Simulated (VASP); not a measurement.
Write the native input for VASP 6.6.1 that does the following.

| Item | Value |
| --- | --- |
| Task | single point |
| Functional | revPBE |
| Dispersion | D4 |
| Potentials or basis | VASP PAW PBE potentials, release 64 (Ni, Si) |
| Cutoff | 520 eV |
| k mesh | 9 × 9 × 9 |
| Occupations | gaussian, width 0.05 eV |
| Spin | collinear spin, ferromagnetic start |
| Starting moments | [1.0, 0.0, 0.0] μB |
| Hubbard terms | Ni d U = 5.0 eV |
| Dipole correction | no |
| Further INCAR settings | ALGO = Normal; EDIFF = 1e-06; NBANDS = 20 |

The structure of Si2Ni lies in POSCAR:

```
Si2Ni
1.0
    0.0000000000      2.7030000000      2.7030000000
    2.7030000000      0.0000000000      2.7030000000
    2.7030000000      2.7030000000      0.0000000000
Ni Si
1 2
Direct
    0.0000000000      0.0000000000      0.0000000000
    0.7500000000      0.7500000000      0.7500000000
    0.2500000000      0.2500000000      0.2500000000
```

One way to write it, as run:

INCAR

```
  PREC = Accurate
  ENCUT = 520
  EDIFF = 1E-6
  ISMEAR = 0
  SIGMA = 0.05
  LREAL = False
  LASPH = True
  NELM = 150
  ALGO = Normal
  ISIF = 2
  LWAVE = False
  LCHARG = False
  ISPIN = 2
  MAGMOM = 1 0 0
  LORBIT = 11
  LMAXMIX = 4
  LDAU = True
  LDAUTYPE = 2
  LDAUL = 2 -1
  LDAUU = 5 0
  LDAUJ = 0 0
  LDAUPRINT = 1
  GGA = RE
  IVDW = 13
  NBANDS = 20
```

KPOINTS

```
Automatic mesh
0
Gamma
  9 9 9
```

Potentials or basis: VASP PAW PBE potentials, release 64 (Ni, Si).

The run is started by

```sh
$ cat potpaw_PBE.64/Ni/POTCAR potpaw_PBE.64/Si/POTCAR > POTCAR
$ mpirun -np 1 vasp_std > vasp.out
```

Results of the run:

- Pressure: -9.2 GPa
- Band gap on the k mesh: zero (filled and empty bands overlap)
- Net moment: 0.00 μB per cell
- Valence electrons inside the program's atomic spheres: Ni 10.01; Si 1.58
- Dispersion energy per atom: -0.814 eV

Caveat: the PAW data sets were made with another functional, which shifts forces and pressure a little; pairwise dispersion overbinds metals, which lowers pressure and volume; the U is typed as a test and isn't derived for this compound.

Run time: 34 s on 1 thread of AMD EPYC 9R45 96-Core Processor (Zen 5), on a shared host, peak memory 0.17 GiB.
